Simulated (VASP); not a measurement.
# ZnCdC4N4 (P-43m) in VASP: a series of runs, part 2 of 2

VASP 6.6.1. The steps go on from the part before.

## 4. Single point, PBE

This run uses another cell than the first one, of 23.72 Å³/atom.

INCAR reads:

```
PREC     = Accurate       # precision mode
ENCUT    = 520            # plane-wave cutoff, eV
EDIFF    = 1E-6           # SCF threshold, eV
ISMEAR   = 0              # smearing method
SIGMA    = 0.02           # smearing width, eV
LREAL    = False          # projectors in reciprocal space
LASPH    = True           # aspherical terms in the spheres
NELM     = 100            # most SCF steps
ALGO     = Normal         # electronic algorithm
ISIF     = 2              # what is computed and relaxed
LWAVE    = False          # write WAVECAR
LCHARG   = False          # write CHGCAR
GGA      = PE             # functional
NBANDS   = 41             # bands
```

KPOINTS reads:

```
Automatic mesh
0
Gamma
  4 4 4
```

POSCAR reads:

```
ZnCdC4N4
1.0
    6.1900750210      0.0000000000      0.0000000000
    0.0000000000      6.1900750210      0.0000000000
    0.0000000000      0.0000000000      6.1900750210
Zn Cd C N
1 1 4 4
Direct
    0.0000000000      0.0000000000      0.0000000000
    0.5000000000      0.5000000000      0.5000000000
    0.1874641052      0.1874641052      0.1874641052
    0.1874641052      0.8125358948      0.8125358948
    0.8125358948      0.1874641052      0.8125358948
    0.8125358948      0.8125358948      0.1874641052
    0.2959553458      0.2959553458      0.2959553458
    0.2959553458      0.7040446542      0.7040446542
    0.7040446542      0.2959553458      0.7040446542
    0.7040446542      0.7040446542      0.2959553458
```

Potentials or basis: VASP PAW PBE potentials, release 64 (Zn, Cd, C, N).

On the command line:

```console
$ cat potpaw_PBE.64/Zn/POTCAR potpaw_PBE.64/Cd/POTCAR potpaw_PBE.64/C/POTCAR potpaw_PBE.64/N/POTCAR > POTCAR
$ mpirun -np 1 vasp_std > vasp.out
```

OUTCAR:

```text
PREC = Accurate
   ENCUT = 520
   EDIFF = 1E-6
   ISMEAR = 0
   LREAL = False
   LASPH = True
   NELM = 100
   ISIF = 2
   GGA = PE

 ion  position               nearest neighbor table
   1  0.000  0.000  0.000-   3 2.01   4 2.01   5 2.01   6 2.01
   2  0.500  0.500  0.500-   7 2.19   8 2.19   9 2.19  10 2.19
   3  0.187  0.187  0.187-   7 1.16   1 2.01
   4  0.187  0.813  0.813-   8 1.16   1 2.01
   5  0.813  0.187  0.813-   9 1.16   1 2.01
   6  0.813  0.813  0.187-  10 1.16   1 2.01
   7  0.296  0.296  0.296-   3 1.16   2 2.19
   8  0.296  0.704  0.704-   4 1.16   2 2.19
   9  0.704  0.296  0.704-   5 1.16   2 2.19
  10  0.704  0.704  0.296-   6 1.16   2 2.19

  LATTYP: Found a simple cubic cell.
 ALAT       =     6.1900750210

  Lattice vectors:

 A1 = (   6.1900750210,   0.0000000000,   0.0000000000)
 A2 = (   0.0000000000,   6.1900750210,   0.0000000000)
 A3 = (   0.0000000000,   0.0000000000,   6.1900750210)

Analysis of symmetry for initial positions (statically):
=====================================================================
 Subroutine PRICEL returns:
 Original cell was already a primitive cell.

 Routine SETGRP: Setting up the symmetry group for a
 simple cubic supercell.

 Subroutine GETGRP returns: Found 24 space group operations
 (whereof 24 operations were pure point group operations)
 out of a pool of 48 trial point group operations.

The static configuration has the point symmetry T_d .

Analysis of symmetry for dynamics (positions and initial velocities):
=====================================================================
 Subroutine PRICEL returns:
 Original cell was already a primitive cell.

[... 130 lines left out ...]
  Fermi-wavevector in a.u.,A,eV,Ry     =   1.035371  1.956568 14.585352  1.071993
  Thomas-Fermi vector in A             =   2.169711
   LORBIT       =      0    0 simple, 1 ext, 2 COOP (PROOUT), +10 PAW based schemes
   GGA     = PE    functional components
   LHFCALC =     F    Hartree Fock is set to
   AEXX    =    0.0000 exact exchange contribution
   IVDW    =     0    specifies the selected vdW correction
   LEPSILON=     F    determine dielectric tensor
   LRPA    =     F    only Hartree local field effects (RPA)
 non-spin polarized calculation
 Gauss-broadening in eV      SIGMA  =   0.02
  energy-cutoff  :      520.00
  volume of cell :      237.19
 maximum number of plane-waves:      6432
 NGX is ok and might be reduce to    48
   NGX = 23   NGY = 23   NGZ = 23

 number of electron      59.9999959 magnetization

 Free energy of the ion-electron system (eV)
  ---------------------------------------------------
  ext. energy  EPLUGINS =         0.00000000
  ---------------------------------------------------
  free energy    TOTEN  =       -69.30758384 eV

  energy without entropy =      -69.30758384  energy(sigma->0) =      -69.30758384

 E-fermi :  -4.2037     XC(G=0):  -6.6798

 val. band max:       -4.3727736014   @ k =   0.5000   0.5000   0.0000
 cond. band min:       1.6922746503   @ k =   0.0000   0.0000   0.0000
 fundamental gap:      6.0650482517
 Fermi energy:        -4.2036929598

 k-point     1 :       0.0000    0.0000    0.0000
  band No.  band energies     occupation
      1     -19.4831      2.00000
      2     -19.4151      2.00000
      3     -19.4151      2.00000
      4     -19.4151      2.00000
      5     -10.4616      2.00000
      6     -10.4616      2.00000
[... 429 lines left out ...]
     40       4.6449      0.00000
     41       4.6449      0.00000

------------------------ aborting loop because EDIFF is reached ----------------------------------------

  FORCE on cell =-STRESS in cart. coord.  units (eV):
  Direction    XX          YY          ZZ          XY          YZ          ZX
  --------------------------------------------------------------------------------------
  -------------------------------------------------------------------------------------
  Total        0.8339333      0.8339333      0.8339333      0.0000000      0.0000000     -0.0000000
  in kB        5.6331870      5.6331870      5.6331870      0.0000000      0.0000000     -0.0000000
  external PRESSURE =       5.6331870 kB  Pullay stress =       0.0000000 kB

 VOLUME and BASIS-vectors are now :
 -----------------------------------------------------------------------------
  energy-cutoff  :      520.00
  volume of cell :      237.19
      direct lattice vectors                 reciprocal lattice vectors
     6.190075021  0.000000000  0.000000000     0.161548931  0.000000000  0.000000000
     0.000000000  6.190075021  0.000000000     0.000000000  0.161548931  0.000000000
     0.000000000  0.000000000  6.190075021     0.000000000  0.000000000  0.161548931

 POSITION                                       TOTAL-FORCE (eV/Angst)
 -----------------------------------------------------------------------------------
      0.00000      0.00000      0.00000         0.000000      0.000000     -0.000000
      3.09504      3.09504      3.09504         0.000000      0.000000     -0.000000
      1.16042      1.16042      1.16042        -0.221341     -0.221341     -0.221341
      1.16042      5.02966      5.02966        -0.221341      0.221341      0.221341
      5.02966      1.16042      5.02966         0.221341     -0.221341      0.221341
      5.02966      5.02966      1.16042         0.221341      0.221341     -0.221341
      1.83199      1.83199      1.83199         0.203027      0.203027      0.203027
      1.83199      4.35809      4.35809         0.203027     -0.203027     -0.203027
      4.35809      1.83199      4.35809        -0.203027      0.203027     -0.203027
      4.35809      4.35809      1.83199        -0.203027     -0.203027      0.203027
 -----------------------------------------------------------------------------------
    total drift:                               -0.000000     -0.000000     -0.000000

  FREE ENERGIE OF THE ION-ELECTRON SYSTEM (eV)
  ---------------------------------------------------
  free  energy   TOTEN  =       -69.3075838431 eV

  energy  without entropy=      -69.3075838431  energy(sigma->0) =      -69.30758384
```

stdout:

```text
POSCAR found type information on POSCAR ZnCdC N
 POSCAR found :  4 types and      10 ions
 scaLAPACK will be used
 LDA part: xc-table for (Slater+PW92), standard interpolation
 POSCAR, INCAR and KPOINTS ok, starting setup
 FFT: planning ... GRIDC
 FFT: planning ... GRID_SOFT
 FFT: planning ... GRID
 WAVECAR not read
 entering main loop
```

It took 2.2 min on 1 thread of Oxide Virtual Turin-like, shared host; peak memory 0.34 GiB.

What came out:

| Quantity | Value |
| --- | --- |
| Free energy | -69.3076 eV |
| Pressure | 0.6 GPa |
| Largest force | 0.383 eV/Å |
| Band gap on the k mesh | 6.07 eV (least direct gap 6.17 eV) |

Forces on the atoms (eV/Å):
```
Zn   0.000  0.000  0.000
Cd   0.000  0.000  0.000
C   -0.221 -0.221 -0.221
C   -0.221  0.221  0.221
C    0.221 -0.221  0.221
C    0.221  0.221 -0.221
N    0.203  0.203  0.203
N    0.203 -0.203 -0.203
N   -0.203  0.203 -0.203
N   -0.203 -0.203  0.203
```

Levels at points of the mesh, in eV from the valence-band top:
```csv
k point,band 26,band 27,band 28,band 29,band 30,band 31,band 32,band 33,band 34,band 35
"(0.00, 0.00, 0.00)",-0.92,-0.92,-0.31,-0.31,-0.31,6.07,6.07,6.07,6.58,6.84
"(0.50, 0.00, 0.00)",-0.93,-0.89,-0.33,-0.01,-0.01,6.19,6.19,6.42,6.56,6.98
"(0.50, 0.50, 0.00)",-0.87,-0.82,-0.43,0.00,0.00,6.29,6.51,6.53,6.53,7.09
"(0.50, 0.50, 0.50)",-0.80,-0.80,-0.33,-0.33,-0.33,6.49,6.49,6.49,6.90,6.90
```

## 5. Overview

```tsv
cell	smearing	gap on the mesh (eV)	pressure (GPa)	largest force (eV/Å)
a = 5.987 Å, 10 atoms, atomic positions A	gaussian 0.1 eV	5.87	4.1	1.51
a = 6.187 Å, 10 atoms, atomic positions B	gaussian 0.1 eV	6.06	0.6	0.38
a = 6.190 Å, 10 atoms, atomic positions B	gaussian 0.02 eV	6.07	0.6	0.38
```

Alike in all rows: task single point; level PBE; potentials or basis VASP PAW PBE potentials, release 64 (Zn, Cd, C, N); no spin polarisation; k mesh 4 × 4 × 4; cutoff (eV) 520.

Caveats: the cell stands under pressure (at least some runs); forces of over 1 eV/Å act on the atoms, so gaps and moduli don't describe the material at rest (at least some runs).

Total energies depend on the potentials used, so only differences within one code and one set of settings carry meaning.
